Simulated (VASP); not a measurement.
# Cs (Im-3m) in VASP: further runs

Cs is run at these levels: PBEsol; tasks: single point, relaxation of volume and atoms at fixed shape.

Program: VASP 6.6.1. These are calculated values, not measurements. Logs are shortened: lines on timing, memory, paths and dates and some standing lists are left out, and cuts for length are marked.

## 1. The cell of the first run

The structure is cubic, space group Im-3m (No. 229). Conventional cell: a = 6.067 Å, b = 6.067 Å, c = 6.067 Å, α = 90.00°, β = 90.00°, γ = 90.00°.

## 2. Single point, PBEsol

The input, INCAR:

```
PREC = Accurate
ENCUT = 520
EDIFF = 1E-7
ISMEAR = -1
SIGMA = 0.02
LREAL = F
LASPH = T
NELM = 80
ALGO = Normal
ISIF = 2
LWAVE = F
LCHARG = F
GGA = PS
NBANDS = 10
```

The input, KPOINTS:

```
regular mesh
0
Gamma
  6 6 6
```

The input, POSCAR:

```
Cs
1.0
   -3.0335000000      3.0335000000      3.0335000000
    3.0335000000     -3.0335000000      3.0335000000
    3.0335000000      3.0335000000     -3.0335000000
Cs
1
Direct
    0.0000000000      0.0000000000      0.0000000000
```

Potentials or basis: VASP PAW PBE potentials, release 64 (Cs_sv).

Started as:

```sh
$ cat potpaw_PBE.64/Cs_sv/POTCAR > POTCAR
$ mpirun -np 1 vasp_std > vasp.out
```

OUTCAR:

```text
PREC = Accurate
   ENCUT = 520
   EDIFF = 1E-7
   ISMEAR = -1
   LREAL = F
   LASPH = T
   NELM = 80
   ISIF = 2
   GGA = PS

 ion  position               nearest neighbor table
   1  0.000  0.000  0.000-

  LATTYP: Found a body centered cubic cell.
 ALAT       =     6.0670000000

  Lattice vectors:

 A1 = (  -3.0335000000,   3.0335000000,   3.0335000000)
 A2 = (   3.0335000000,  -3.0335000000,   3.0335000000)
 A3 = (   3.0335000000,   3.0335000000,  -3.0335000000)

Analysis of symmetry for initial positions (statically):
=====================================================================
 Subroutine PRICEL returns:
 Original cell was already a primitive cell.

 Routine SETGRP: Setting up the symmetry group for a
 body centered cubic supercell.

 Subroutine GETGRP returns: Found 48 space group operations
 (whereof 48 operations were pure point group operations)
 out of a pool of 48 trial point group operations.

The static configuration has the point symmetry O_h .

Analysis of symmetry for dynamics (positions and initial velocities):
=====================================================================
 Subroutine PRICEL returns:
 Original cell was already a primitive cell.

 Routine SETGRP: Setting up the symmetry group for a
 body centered cubic supercell.

 Subroutine GETGRP returns: Found 48 space group operations
 (whereof 48 operations were pure point group operations)
 out of a pool of 48 trial point group operations.

The dynamic configuration has the point symmetry O_h .

 Subroutine INISYM returns: Found 48 space group operations
 (whereof 48 operations are pure point group operations),
 and found     1 'primitive' translations

----------------------------------------------------------------------------------------

                                     Primitive cell

  volume of cell :     111.6586

  direct lattice vectors                    reciprocal lattice vectors
    -3.033500000  3.033500000  3.033500000     0.000000000  0.164826108  0.164826108
     3.033500000 -3.033500000  3.033500000     0.164826108  0.000000000  0.164826108
     3.033500000  3.033500000 -3.033500000     0.164826108  0.164826108  0.000000000

  length of vectors
     5.254176125  5.254176125  5.254176125     0.233099318  0.233099318  0.233099318

  position of ions in fractional coordinates (direct lattice)
     0.000000000  0.000000000  0.000000000

  ion indices of the primitive-cell ions
   primitive index   ion index
                 1           1

----------------------------------------------------------------------------------------

 KPOINTS: regular mesh

Automatic generation of k-mesh.
 Grid dimensions read from file:
 generate k-points for:    6    6    6

 Generating k-lattice:

  Cartesian coordinates                     Fractional coordinates (reciprocal lattice)
     0.000000000  0.027471018  0.027471018     0.166666667  0.000000000  0.000000000
     0.027471018  0.000000000  0.027471018     0.000000000  0.166666667  0.000000000
     0.027471018  0.027471018  0.000000000     0.000000000  0.000000000  0.166666667

  Length of vectors
     0.038849886  0.038849886  0.038849886

  Shift w.r.t. Gamma in fractional coordinates (k-lattice)
     0.000000000  0.000000000  0.000000000

 Subroutine IBZKPT returns following result:
 ===========================================

 Found     16 irreducible k-points:

 Following reciprocal coordinates:
            Coordinates               Weight
  0.000000  0.000000  0.000000      1.000000
  0.166667  0.000000  0.000000     12.000000
  0.333333  0.000000  0.000000     12.000000
  0.500000  0.000000  0.000000      6.000000
  0.166667  0.166667  0.000000     24.000000
  0.333333  0.166667  0.000000     48.000000
[... 8 lines left out ...]
  0.500000  0.500000  0.333333     12.000000
  0.500000  0.500000  0.500000      1.000000
   k-points           NKPTS =     16   k-points in BZ     NKDIM =     16   number of bands    NBANDS=     10
   number of dos      NEDOS =    301   number of ions     NIONS =      1
   total plane-waves  NPLWV =  64000
   dimension x,y,z NGX =    40 NGY =   40 NGZ =   40
   dimension x,y,z NGXF=    80 NGYF=   80 NGZF=   80
   ions per type =               1
   NGX,Y,Z   is equivalent  to a cutoff of  12.66, 12.66, 12.66 a.u.
   NGXF,Y,Z  is equivalent  to a cutoff of  25.31, 25.31, 25.31 a.u.
 SYSTEM =  unknown system
   PREC   = accura    normal or accurate (medium, high low for compatibility)
   ISTART =      0    job   : 0-new  1-cont  2-samecut
   ICHARG =      2    charge: 1-file 2-atom 10-const
   ISPIN  =      1    spin polarized calculation?
   LNONCOLLINEAR =      F non collinear calculations
   LSORBIT =      F    spin-orbit coupling
   LASPH  =      T    aspherical Exc in radial PAW
   ENCUT  =  520.0 eV  38.22 Ry    6.18 a.u.   9.77  9.77  9.77*2*pi/ulx,y,z
   NELM   =     80;   NELMIN=  2; NELMDL= -5     # of ELM steps
   EDIFF  = 0.1E-06   stopping-criterion for ELM
   LREAL  =      F    real-space projection
   EDIFFG = 0.1E-05   stopping-criterion for IOM
   NSW    =      0    number of steps for IOM
   IBRION =     -1    ionic relax: 0-MD 1-quasi-New 2-CG
   NFREE  =      0    steps in history (QN), initial steepest desc. (CG)
   ISIF   =      2    stress and relaxation
   ISYM   =      2    0-nonsym 1-usesym 2-fastsym
   POTIM  = 0.5000    time-step for ionic-motion
   TEBEG  =    0.0;   TEEND  =   0.0 temperature during run
   PSTRESS=    0.0 pullay stress
   NELECT =       9.0000    total number of electrons
   NUPDOWN=      -1.0000    fix difference up-down
   EMIN   =  10.00;   EMAX   =-10.00  energy-range for DOS
   EFERMI =   0.00;   METHOD = LEGACY
   ISMEAR =    -1;   SIGMA  =   0.02  broadening in eV -4-tet -1-fermi 0-gaus
   EFERMI_NEDOS =   21; number of points for ismear=-14 and -15
   IALGO  =     38    algorithm
   IMIX   =      4    mixing-type and parameters
     AMIX     =   0.40;   BMIX     =  1.00
     AMIX_MAG =   1.60;   BMIX_MAG =  1.00
  volume/ion in A,a.u.               =     111.66       753.51
  Fermi-wavevector in a.u.,A,eV,Ry     =   0.707172  1.336361  6.804166  0.500092
  Thomas-Fermi vector in A             =   1.793149
   LORBIT       =      0    0 simple, 1 ext, 2 COOP (PROOUT), +10 PAW based schemes
   GGA     = PS    functional components
   LHFCALC =     F    Hartree Fock is set to
   AEXX    =    0.0000 exact exchange contribution
   IVDW    =     0    specifies the selected vdW correction
   LEPSILON=     F    determine dielectric tensor
   LRPA    =     F    only Hartree local field effects (RPA)
 non-spin polarized calculation
  energy-cutoff  :      520.00
  volume of cell :      111.66
 maximum number of plane-waves:      3043
   NGX = 19   NGY = 19   NGZ = 19

 number of electron       8.9999999 magnetization

 Free energy of the ion-electron system (eV)
  ---------------------------------------------------
  ext. energy  EPLUGINS =         0.00000000
  ---------------------------------------------------
  free energy    TOTEN  =        -0.92746900 eV

  energy without entropy =       -0.92076131  energy(sigma->0) =       -0.92411515

 E-fermi :   0.4607     XC(G=0):  -5.5535

 val. band max:        0.3407147072   @ k =   0.1667   0.1667   0.1667
 cond. band min:       0.4671840515   @ k =   0.5000   0.0000   0.0000
 fundamental gap:      0.1264693442
 Fermi energy:         0.4606684843

 k-point     1 :       0.0000    0.0000    0.0000
  band No.  band energies     occupation
      1     -23.3821      2.00000
      2     -10.0969      2.00000
      3     -10.0969      2.00000
      4     -10.0969      2.00000
      5      -1.2678      2.00000
      6       2.9628      0.00000
      7       2.9628      0.00000
      8       2.9628      0.00000
      9       3.8585      0.00000
     10       3.8585      0.00000

 k-point     2 :       0.1667    0.0000    0.0000
  band No.  band energies     occupation
      1     -23.3801      2.00000
      2     -10.1365      2.00000
      3     -10.1097      2.00000
      4     -10.0970      2.00000
      5      -0.9581      2.00000
      6       2.6028      0.00000
      7       2.6700      0.00000
      8       3.2797      0.00000
      9       3.6232      0.00000
     10       3.8233      0.00000

 k-point     3 :       0.3333    0.0000    0.0000
  band No.  band energies     occupation
      1     -23.3763      2.00000
      2     -10.2130      2.00000
      3     -10.1350      2.00000
      4     -10.0972      2.00000
      5      -0.1689      2.00000
      6       1.8082      0.00000
      7       2.2538      0.00000
      8       3.7866      0.00000
      9       3.9660      0.00000
     10       4.1887      0.00000

 k-point     4 :       0.5000    0.0000    0.0000
  band No.  band energies     occupation
      1     -23.3744      2.00000
      2     -10.2500      2.00000
      3     -10.1476      2.00000
      4     -10.0972      2.00000
      5       0.4672      0.83854
      6       1.3519      0.00000
      7       2.0904      0.00000
      8       3.6957      0.00000
      9       4.3249      0.00000
     10       4.8484      0.00000
[... 118 lines left out ...]
 k-point    14 :      -0.3333    0.3333    0.3333
  band No.  band energies     occupation
      1     -23.3714      2.00000
      2     -10.1980      2.00000
      3     -10.1774      2.00000
      4     -10.1774      2.00000
      5       0.6820      0.00003
      6       1.4902      0.00000
      7       2.9050      0.00000
      8       2.9050      0.00000
      9       3.1869      0.00000
     10       4.2506      0.00000

 k-point    15 :       0.5000    0.5000    0.3333
  band No.  band energies     occupation
      1     -23.3698      2.00000
      2     -10.2169      2.00000
      3     -10.1913      2.00000
      4     -10.1792      2.00000
      5       1.1384      0.00000
      6       1.1639      0.00000
      7       2.6087      0.00000
      8       3.0208      0.00000
      9       3.7357      0.00000
     10       5.0733      0.00000

 k-point    16 :       0.5000    0.5000    0.5000
  band No.  band energies     occupation
      1     -23.3683      2.00000
      2     -10.2057      2.00000
      3     -10.2057      2.00000
      4     -10.2057      2.00000
      5       1.0796      0.00000
      6       1.0796      0.00000
      7       3.5236      0.00000
      8       3.5237      0.00000
      9       3.5237      0.00000
     10       4.9854      0.00000

------------------------ aborting loop because EDIFF is reached ----------------------------------------

  FORCE on cell =-STRESS in cart. coord.  units (eV):
  Direction    XX          YY          ZZ          XY          YZ          ZX
  --------------------------------------------------------------------------------------
  -------------------------------------------------------------------------------------
  Total       -0.0353045     -0.0353045     -0.0353045     -0.0000000     -0.0000000     -0.0000000
  in kB       -0.5065811     -0.5065811     -0.5065811     -0.0000000     -0.0000000     -0.0000000
  external PRESSURE =      -0.5065811 kB  Pullay stress =       0.0000000 kB

 VOLUME and BASIS-vectors are now :
 -----------------------------------------------------------------------------
  energy-cutoff  :      520.00
  volume of cell :      111.66
      direct lattice vectors                 reciprocal lattice vectors
    -3.033500000  3.033500000  3.033500000     0.000000000  0.164826108  0.164826108
     3.033500000 -3.033500000  3.033500000     0.164826108  0.000000000  0.164826108
     3.033500000  3.033500000 -3.033500000     0.164826108  0.164826108  0.000000000

 POSITION                                       TOTAL-FORCE (eV/Angst)
 -----------------------------------------------------------------------------------
      0.00000      0.00000      0.00000        -0.000000      0.000000      0.000000
 -----------------------------------------------------------------------------------
    total drift:                               -0.000000     -0.000000     -0.000000

  FREE ENERGIE OF THE ION-ELECTRON SYSTEM (eV)
  ---------------------------------------------------
  free  energy   TOTEN  =        -0.9274690032 eV

  energy  without entropy=       -0.9207613065  energy(sigma->0) =       -0.92411515
```

It took 19 s on 1 thread of AMD EPYC 7R13, shared host; peak memory 0.2 GiB.

Results:

| Quantity | Value |
| --- | --- |
| Free energy | -0.9275 eV |
| Pressure | -0.1 GPa |

Levels at points of the mesh, in eV from the Fermi level:
| k point | band 1 | band 2 | band 3 | band 4 | band 5 | band 6 | band 7 | band 8 |
| --- | --- | --- | --- | --- | --- | --- | --- | --- |
| (0.00, 0.00, 0.00) | -23.84 | -10.56 | -10.56 | -10.56 | -1.73 | 2.50 | 2.50 | 2.50 |
| (0.50, 0.00, 0.00) | -23.84 | -10.71 | -10.61 | -10.56 | 0.01 | 0.89 | 1.63 | 3.24 |
| (0.50, 0.50, 0.50) | -23.83 | -10.67 | -10.67 | -10.67 | 0.62 | 0.62 | 3.06 | 3.06 |

Caveat: the PAW data sets were made with another functional, which shifts forces and pressure a little; spin-orbit coupling is left out, which moves the levels of the heavy elements.

## 3. Relaxation of volume and atoms at fixed shape, PBEsol

The input, INCAR:

```
SYSTEM = Cs
ALGO = Normal ; EDIFF = 1E-6
EDIFFG = -0.01 ; ENCUT = 600
GGA = PS ; IBRION = 2
ISIF = 8 ; ISMEAR = -1
LASPH = .True. ; LCHARG = .False.
LREAL = .False. ; LWAVE = .False.
NELM = 80 ; NSW = 80
PREC = Accurate ; SIGMA = 0.02
```

The input, KPOINTS:

```
k-points
0
Gamma
  6 6 6
  0 0 0
```

POSCAR is that of step 2.

Potentials or basis: VASP PAW PBE potentials, release 64 (Cs_sv).

Started as:

```sh
$ cat potpaw_PBE.64/Cs_sv/POTCAR > POTCAR
$ mpirun -np 1 vasp_std > vasp.out
```

Wall time 60 s (1 thread of AMD EPYC 7R13, shared host); peak memory 0.23 GiB.

The run converged. Its results:

```
Free energy                            : -0.9280 eV
Relaxed volume                         : 109.52 Å³/atom
Relaxed cell                           : a = 5.220 Å, b = 5.220 Å, c = 5.220 Å, α = 109.47°, β = 109.47°, γ = 109.47°
Space group after relaxing (to 0.05 Å) : Im-3m (No. 229)
Energy gained by relaxing              : 0.4 meV/atom
Ionic steps                            : 3
Pressure after relaxing                : 0.0 GPa
```

Step by step:
| step | energy change (eV) | largest force (eV/Å) | pressure (GPa) | volume (Å³) |
| --- | --- | --- | --- | --- |
| 1 | 0.0000 | 0.0000 | -0.05 | 111.66 |
| 2 | -0.0001 | 0.0000 | -0.04 | 111.12 |
| 3 | -0.0004 | 0.0000 | -0.01 | 109.52 |

Final structure:
```cif
data_structure
_symmetry_space_group_name_H-M 'P 1'
_symmetry_Int_Tables_number 1
_cell_length_a 5.2205
_cell_length_b 5.2205
_cell_length_c 5.2205
_cell_angle_alpha 109.471
_cell_angle_beta 109.471
_cell_angle_gamma 109.471
_cell_volume 109.52
loop_
_atom_site_label
_atom_site_type_symbol
_atom_site_fract_x
_atom_site_fract_y
_atom_site_fract_z
_atom_site_occupancy
Cs1 Cs 0.00000 0.00000 0.00000 1
```

Levels at points of the mesh, in eV from the Fermi level:
| k point | band 2 | band 3 | band 4 | band 5 | band 6 | band 7 |
| --- | --- | --- | --- | --- | --- | --- |
| (0.00, 0.00, 0.00) | -10.54 | -10.54 | -10.54 | -1.75 | 2.51 | 2.51 |
| (0.50, 0.00, 0.00) | -10.71 | -10.60 | -10.54 | 0.00 | 0.91 | 1.63 |
| (0.50, 0.50, 0.50) | -10.66 | -10.66 | -10.66 | 0.60 | 0.60 | 3.11 |

Caveat: the PAW data sets were made with another functional, which shifts forces and pressure a little; spin-orbit coupling is left out, which moves the levels of the heavy elements.
